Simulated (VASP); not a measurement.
# HBr (Fmmm) in VASP: further runs, part 2 of 2

VASP 6.6.1. Earlier steps stand in the parts before.

**3. Single point, LDA**

Input file INCAR:

```
SYSTEM = HBr
PREC = Accurate
ENCUT = 520
EDIFF = 1E-6
ISMEAR = 0
SIGMA = 0.1
LREAL = .FALSE.
LASPH = .TRUE.
NELM = 60
ALGO = Normal
ISIF = 2
LWAVE = .FALSE.
LCHARG = .FALSE.
GGA = CA
NBANDS = 11
```

Input file KPOINTS:

```
regular mesh
0
G
  6 6 6
  0 0 0
```

Input file POSCAR:

```
HBr
1.0
    0.0000000000      3.4069771117      3.4230345565
    1.6708935341      0.0000000000      3.4230345565
    1.6708935341      3.4069771117      0.0000000000
H Br
1 1
Direct
    0.0000000000      0.0000000000      0.0000000000
    0.5000000000      0.5000000000      0.5000000000
```

Potentials or basis: VASP PAW LDA potentials, release 64 (H, Br).

Launch:

```
$ cat potpaw_LDA.64/H/POTCAR potpaw_LDA.64/Br/POTCAR > POTCAR
$ mpirun -np 1 vasp_std > vasp.out
```

OUTCAR:

```text
SYSTEM = HBr
   PREC = Accurate
   ENCUT = 520
   EDIFF = 1E-6
   ISMEAR = 0
   LREAL = .FALSE.
   LASPH = .TRUE.
   NELM = 60
   ISIF = 2
   GGA = CA

 ion  position               nearest neighbor table
   1  0.000  0.000  0.000-   2 1.67   2 1.67
   2  0.500  0.500  0.500-   1 1.67   1 1.67

  LATTYP: Found a face centered orthorhombic cell.
 ALAT       =     3.3417870682
 B/A-ratio  =     2.0390150792
 C/A-ratio  =     2.0486251737

  Lattice vectors:

 A1 = (   0.0000000000,   3.4069771117,   3.4230345565)
 A2 = (   1.6708935341,   0.0000000000,   3.4230345565)
 A3 = (   1.6708935341,   3.4069771117,   0.0000000000)

Analysis of symmetry for initial positions (statically):
=====================================================================
 Subroutine PRICEL returns:
 Original cell was already a primitive cell.

 Routine SETGRP: Setting up the symmetry group for a
 face centered orthorhombic supercell.

 Subroutine GETGRP returns: Found  8 space group operations
 (whereof  8 operations were pure point group operations)
 out of a pool of  8 trial point group operations.

The static configuration has the point symmetry D_2h.

Analysis of symmetry for dynamics (positions and initial velocities):
=====================================================================
 Subroutine PRICEL returns:
 Original cell was already a primitive cell.

 Routine SETGRP: Setting up the symmetry group for a
 face centered orthorhombic supercell.

 Subroutine GETGRP returns: Found  8 space group operations
 (whereof  8 operations were pure point group operations)
 out of a pool of  8 trial point group operations.

The dynamic configuration has the point symmetry D_2h.

 Subroutine INISYM returns: Found  8 space group operations
 (whereof  8 operations are pure point group operations),
 and found     1 'primitive' translations

----------------------------------------------------------------------------------------

[... 119 lines left out ...]
   AEXX    =    0.0000 exact exchange contribution
   IVDW    =     0    specifies the selected vdW correction
   LEPSILON=     F    determine dielectric tensor
   LRPA    =     F    only Hartree local field effects (RPA)
 non-spin polarized calculation
 Gauss-broadening in eV      SIGMA  =   0.10
  energy-cutoff  :      520.00
  volume of cell :       38.97
 maximum number of plane-waves:      1064
   NGX = 17   NGY = 15   NGZ = 15

 number of electron       8.0000001 magnetization

 Free energy of the ion-electron system (eV)
  ---------------------------------------------------
  ext. energy  EPLUGINS =         0.00000000
  ---------------------------------------------------
  free energy    TOTEN  =        -5.46857686 eV

  energy without entropy =       -5.46857686  energy(sigma->0) =       -5.46857686

 E-fermi :  -0.5356     XC(G=0):  -8.3203

 val. band max:       -0.8865807786   @ k =   0.5000   0.5000   0.0000
 cond. band min:      -0.1873526409   @ k =   0.0000   0.5000   0.5000
 fundamental gap:      0.6992281377
 Fermi energy:        -0.5355730413

 k-point     1 :       0.0000    0.0000    0.0000
  band No.  band energies     occupation
      1     -15.8721      2.00000
      2      -1.5641      2.00000
      3      -1.1792      2.00000
      4      -1.1444      2.00000
      5       0.5398      0.00000
      6       4.8286      0.00000
      7       8.5737      0.00000
      8      13.2574      0.00000
      9      13.2953      0.00000
     10      13.9741      0.00000
     11      13.9788      0.00000
[... 309 lines left out ...]
 k-point    24 :       0.5000    0.3333    0.1667
  band No.  band energies     occupation
      1     -15.5558      2.00000
      2      -3.1848      2.00000
      3      -1.8369      2.00000
      4      -1.6960      2.00000
      5       0.1990      0.00000
      6       7.6921      0.00000
      7       9.8852      0.00000
      8      12.0383      0.00000
      9      12.9879      0.00000
     10      14.6961      0.00000
     11      15.4520      0.00000

 [... further k-points ...]

------------------------ aborting loop because EDIFF is reached ----------------------------------------

  FORCE on cell =-STRESS in cart. coord.  units (eV):
  Direction    XX          YY          ZZ          XY          YZ          ZX
  --------------------------------------------------------------------------------------
  -------------------------------------------------------------------------------------
  Total        0.0091041      0.0513545      0.0295026      0.0000000      0.0000000      0.0000000
  in kB        0.3742725      2.1112022      1.2128645      0.0000000      0.0000000      0.0000000
  external PRESSURE =       1.2327797 kB  Pullay stress =       0.0000000 kB

 VOLUME and BASIS-vectors are now :
 -----------------------------------------------------------------------------
  energy-cutoff  :      520.00
  volume of cell :       38.97
      direct lattice vectors                 reciprocal lattice vectors
     0.000000000  3.406977112  3.423034557    -0.299241089  0.146757663  0.146069224
     1.670893534  0.000000000  3.423034557     0.299241089 -0.146757663  0.146069224
     1.670893534  3.406977112  0.000000000     0.299241089  0.146757663 -0.146069224

 POSITION                                       TOTAL-FORCE (eV/Angst)
 -----------------------------------------------------------------------------------
      0.00000      0.00000      0.00000        -0.000000     -0.000000      0.000000
      1.67089      3.40698      3.42303         0.000000      0.000000      0.000000
 -----------------------------------------------------------------------------------
    total drift:                                0.000000      0.000000      0.000000

  FREE ENERGIE OF THE ION-ELECTRON SYSTEM (eV)
  ---------------------------------------------------
  free  energy   TOTEN  =        -5.4685768603 eV

  energy  without entropy=       -5.4685768574  energy(sigma->0) =       -5.46857686
```

OSZICAR:

```text
N       E                     dE             d eps       ncg     rms          rms(c)
DAV:   1     0.290336342095E+02    0.29034E+02   -0.30725E+03  1012   0.567E+02
DAV:   2    -0.373766180222E+01   -0.32771E+02   -0.31862E+02  1213   0.105E+02
DAV:   3    -0.549824637219E+01   -0.17606E+01   -0.17587E+01  1279   0.267E+01
DAV:   4    -0.550782141083E+01   -0.95750E-02   -0.95745E-02  1198   0.225E+00
DAV:   5    -0.550787511107E+01   -0.53700E-04   -0.53700E-04  1326   0.167E-01    0.387E+00
DAV:   6    -0.547513650985E+01    0.32739E-01   -0.49209E-02  1134   0.937E-01    0.245E+00
DAV:   7    -0.546890341759E+01    0.62331E-02   -0.40259E-02  1138   0.921E-01    0.383E-01
DAV:   8    -0.546855511641E+01    0.34830E-03   -0.37530E-03  1147   0.311E-01    0.623E-02
DAV:   9    -0.546857291519E+01   -0.17799E-04   -0.79794E-05  1209   0.580E-02    0.173E-02
DAV:  10    -0.546857652540E+01   -0.36102E-05   -0.16446E-06  1225   0.926E-03    0.593E-03
DAV:  11    -0.546857686026E+01   -0.33486E-06   -0.18961E-07   695   0.237E-03
   1 F= -.54685769E+01 E0= -.54685769E+01  d E =-.282405E-08
```

stdout:

```text
POSCAR found type information on POSCAR H Br
 POSCAR found :  2 types and       2 ions
 scaLAPACK will be used
 LDA part: xc-table for (Slater(with rela. corr.)+CA(PZ))
 , standard interpolation
 POSCAR, INCAR and KPOINTS ok, starting setup
 FFT: planning ... GRIDC
 FFT: planning ... GRID_SOFT
 FFT: planning ... GRID
 WAVECAR not read
 entering main loop
```

Run time: 9.3 s. Hardware: 1 thread of AMD EPYC 9R45 (Zen 5), shared host; peak memory 0.13 GiB.

What came out:

- Free energy: -5.4686 eV
- Pressure: 0.1 GPa
- Band gap on the k mesh: 0.70 eV (least direct gap 1.09 eV)

Levels at points of the mesh, in eV from the valence-band top:
```
           k point  band 1  band 2  band 3  band 4  band 5  band 6  band 7  band 8  band 9
(0.00, 0.00, 0.00)  -14.99   -0.68   -0.29   -0.26    1.43    5.72    9.46   14.14   14.18
(0.50, 0.00, 0.00)  -13.39   -7.63   -0.79   -0.61    6.50    7.76   12.10   12.71   13.38
(0.50, 0.50, 0.00)  -14.66   -2.96   -0.94    0.00    1.09    8.96   10.83   13.02   13.05
(0.50, 0.00, 0.50)  -14.65   -2.97   -0.95   -0.02    1.07    8.94   10.84   12.96   13.03
(0.00, 0.50, 0.50)  -14.35   -2.30   -2.27   -1.24    0.70    6.30   14.44   14.51   17.56
```

**4. Single point, LDA**

This run uses another cell than the first one, of 23.74 Å³/atom.

Input file INCAR:

```
SYSTEM = HBr
ALGO = Normal
EDIFF = 1E-6
ENCUT = 520
GGA = CA
ISIF = 2
ISMEAR = 0
LASPH = .True.
LCHARG = .False.
LREAL = .False.
LWAVE = .False.
NBANDS = 11
NELM = 60
PREC = Accurate
SIGMA = 0.1
```

Input file KPOINTS:

```
k-points
0
Gamma
  6 6 6
  0 0 0
```

Input file POSCAR:

```
HBr
1.0
    0.0000000000      2.8200000000      3.0315000000
    2.7775000000      0.0000000000      3.0315000000
    2.7775000000      2.8200000000      0.0000000000
H Br
1 1
Direct
    0.0000000000      0.0000000000      0.0000000000
    0.5000000000      0.5000000000      0.5000000000
```

Potentials or basis: VASP PAW LDA potentials, release 64 (H, Br).

Launch:

```
$ cat potpaw_LDA.64/H/POTCAR potpaw_LDA.64/Br/POTCAR > POTCAR
$ mpirun -np 1 vasp_std > vasp.out
```

OUTCAR:

```text
SYSTEM = HBr
   EDIFF = 1E-6
   ENCUT = 520
   GGA = CA
   ISIF = 2
   ISMEAR = 0
   LASPH = .True.
   LREAL = .False.
   NELM = 60
   PREC = Accurate

 ion  position               nearest neighbor table
   1  0.000  0.000  0.000-
   2  0.500  0.500  0.500-

  LATTYP: Found a face centered orthorhombic cell.
 ALAT       =     5.5550000000
 B/A-ratio  =     1.0153015302
 C/A-ratio  =     1.0914491449

  Lattice vectors:

 A1 = (   0.0000000000,   2.8200000000,   3.0315000000)
 A2 = (   2.7775000000,   0.0000000000,   3.0315000000)
 A3 = (   2.7775000000,   2.8200000000,   0.0000000000)

Analysis of symmetry for initial positions (statically):
=====================================================================
 Subroutine PRICEL returns:
 Original cell was already a primitive cell.

 Routine SETGRP: Setting up the symmetry group for a
 face centered orthorhombic supercell.

 Subroutine GETGRP returns: Found  8 space group operations
 (whereof  8 operations were pure point group operations)
 out of a pool of  8 trial point group operations.

The static configuration has the point symmetry D_2h.

Analysis of symmetry for dynamics (positions and initial velocities):
[... 170 lines left out ...]
      3      -2.0558      1.80030
      4      -2.0157      1.52566
      5      -1.9310      0.62979
      6       7.6550      0.00000
      7       8.7898      0.00000
      8       9.3169      0.00000
      9       9.4197      0.00000
     10      11.3786      0.00000
     11      11.6677      0.00000
[... 309 lines left out ...]
 k-point    24 :       0.5000    0.3333    0.1667
  band No.  band energies     occupation
      1     -15.0010      2.00000
      2      -4.3277      2.00000
      3      -2.8874      2.00000
      4      -2.6790      2.00000
      5      -0.7411      0.00000
      6       6.7576      0.00000
      7       7.4264      0.00000
      8       8.9179      0.00000
      9      11.4423      0.00000
     10      12.1599      0.00000
     11      14.0896      0.00000

 [... further k-points ...]

------------------------ aborting loop because EDIFF is reached ----------------------------------------

  FORCE on cell =-STRESS in cart. coord.  units (eV):
  Direction    XX          YY          ZZ          XY          YZ          ZX
  --------------------------------------------------------------------------------------
  -------------------------------------------------------------------------------------
  Total       -3.3944103     -3.0414625     -1.8499453      0.0000000      0.0000000      0.0000000
  in kB     -114.5207478   -102.6129804    -62.4135285      0.0000000      0.0000000      0.0000000
  external PRESSURE =     -93.1824189 kB  Pullay stress =       0.0000000 kB

 VOLUME and BASIS-vectors are now :
 -----------------------------------------------------------------------------
  energy-cutoff  :      520.00
  volume of cell :       47.49
      direct lattice vectors                 reciprocal lattice vectors
     0.000000000  2.820000000  3.031500000    -0.180018002  0.177304965  0.164934851
     2.777500000  0.000000000  3.031500000     0.180018002 -0.177304965  0.164934851
     2.777500000  2.820000000  0.000000000     0.180018002  0.177304965 -0.164934851

 POSITION                                       TOTAL-FORCE (eV/Angst)
 -----------------------------------------------------------------------------------
      0.00000      0.00000      0.00000         0.000000      0.000000      0.000000
      2.77750      2.82000      3.03150        -0.000000      0.000000      0.000000
 -----------------------------------------------------------------------------------
    total drift:                               -0.000000     -0.000000      0.000000

  FREE ENERGIE OF THE ION-ELECTRON SYSTEM (eV)
  ---------------------------------------------------
  free  energy   TOTEN  =        -3.2858718315 eV

  energy  without entropy=       -3.2818188155  energy(sigma->0) =       -3.28384532
```

OSZICAR:

```text
N       E                     dE             d eps       ncg     rms          rms(c)
DAV:   1     0.283556946464E+02    0.28356E+02   -0.30232E+03  1012   0.554E+02
DAV:   2    -0.146922876879E+01   -0.29825E+02   -0.28333E+02  1236   0.958E+01
DAV:   3    -0.349404198069E+01   -0.20248E+01   -0.20106E+01  1236   0.274E+01
DAV:   4    -0.350591063361E+01   -0.11869E-01   -0.11868E-01  1192   0.252E+00
DAV:   5    -0.350597484857E+01   -0.64215E-04   -0.64215E-04  1250   0.185E-01    0.288E+00
DAV:   6    -0.330214796982E+01    0.20383E+00   -0.13728E+00  1182   0.207E+00    0.116E+00
DAV:   7    -0.328938469690E+01    0.12763E-01   -0.37670E-02  1084   0.745E-01    0.683E-01
DAV:   8    -0.328591427019E+01    0.34704E-02   -0.14515E-02  1114   0.557E-01    0.222E-01
DAV:   9    -0.328590385774E+01    0.10412E-04   -0.20774E-04  1205   0.850E-02    0.196E-01
DAV:  10    -0.328587369843E+01    0.30159E-04   -0.23270E-04  1105   0.715E-02    0.224E-02
DAV:  11    -0.328587154834E+01    0.21501E-05   -0.77352E-06  1147   0.121E-02    0.106E-02
DAV:  12    -0.328587183152E+01   -0.28318E-06   -0.47049E-07   698   0.288E-03
   1 F= -.32858718E+01 E0= -.32838453E+01  d E =-.405302E-02
```

stdout:

```text
POSCAR found type information on POSCAR H Br
 POSCAR found :  2 types and       2 ions
 scaLAPACK will be used
 LDA part: xc-table for (Slater(with rela. corr.)+CA(PZ))
 , standard interpolation
 POSCAR, INCAR and KPOINTS ok, starting setup
 FFT: planning ... GRIDC
 FFT: planning ... GRID_SOFT
 FFT: planning ... GRID
 WAVECAR not read
 entering main loop
```

Wall time 10 s (1 thread of AMD EPYC 9R45 (Zen 5), shared host); peak memory 0.13 GiB.

Results:

- Free energy: -3.2859 eV
- Pressure: -9.3 GPa
- Band gap on the k mesh: zero (bands 4 and 5 overlap by 0.54 eV)

Caveat: the cell stands under tension.
